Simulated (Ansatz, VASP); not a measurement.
# One calculation of Sb, two programs

Contents of POSCAR:

```
Sb
1.0
   -1.8713408863      1.8713408863      1.8713408863
    1.8713408863     -1.8713408863      1.8713408863
    1.8713408863      1.8713408863     -1.8713408863
Sb
1
Direct
    0.0000000000      0.0000000000      0.0000000000
```

Contents of INCAR.step1:

```
SYSTEM = Sb
  ALGO = Normal
  EDIFF = 1E-5
  ENCUT = 520
  GGA = PE
  ISIF = 2
  ISMEAR = -1
  LASPH = .True.
  LREAL = .False.
  LWAVE = .True.
  NBANDS = 8
  NELM = 80
  PREC = Accurate
  SIGMA = 0.05
```

File INCAR.step2:

```
SYSTEM = Sb
  AEXX = 0.25
  ALGO = Normal
  EDIFF = 1E-6
  ENCUT = 520
  GGA = PE
  HFSCREEN = 0.6
  ISIF = 2
  ISMEAR = -1
  ISTART = 1
  LASPH = .True.
  LCHARG = .True.
  LELF = .True.
  LHFCALC = .True.
  LREAL = .False.
  LVHAR = .True.
  LWAVE = .False.
  NBANDS = 8
  NELM = 80
  PREC = Accurate
  PRECFOCK = Normal
  SIGMA = 0.05
```

The input KPOINTS:

```
k-points
0
Gamma
  5 5 5
  0 0 0
```

The input input.yaml:

```yaml
crystal:
  lattice:
    - [-1.8713408863, 1.8713408863, 1.8713408863]
    - [1.8713408863, -1.8713408863, 1.8713408863]
    - [1.8713408863, 1.8713408863, -1.8713408863]
  atoms:
    - { symbol: Sb, position: [0.0, 0.0, 0.0] }
hamiltonian:
  xc: { exchange: pbe, correlation: pbe, exx: { coeff: 0.25, omega: 0.6 } }
  pseudopotentials: { kind: paw }
kpoints:
  mp_grid: { grid: [5, 5, 5] }
scf:
  occupations: { method: fermi_dirac, width: 0.05 }
output:
  forces: true
  stress: true
  eigenvalues: true
```

Alike in both runs: task single point; functional PBE-based screened hybrid with a share of 0.25 of exact exchange and HFSCREEN = 0.6; k mesh 5 × 5 × 5; occupations fermi-dirac, width 0.05 eV; no spin polarisation.

```csv
,VASP,Ansatz
version,VASP 6.6.1,Ansatz 0.2.0
potentials or method,"VASP PAW PBE potentials, release 64 (Sb)",Ansatz PAW
plane-wave cutoff (eV),520,420
valence electrons in the cell,5,15
```

VASP gave:

* gap on the k mesh at the Fermi level (eV): none
* pressure (GPa): -0.4

Problem. Estimate Ansatz's values.

Solution. gap on the k mesh at the Fermi level (eV): none; pressure (GPa): 0.3.

VASP's potentials were made for PBE, not for PBE-based screened hybrid. A gap of «none» marks a metal or a gap that the smearing closes. With one functional, cell and mesh, what is left measures potentials, basis and numerics. VASP's potentials hold 5 valence electrons a cell and Ansatz's 15, so a difference there can come from the potentials and not from the codes.

The k mesh is coarse, so the values compare programs but aren't converged. Neither program's run includes spin-orbit coupling.
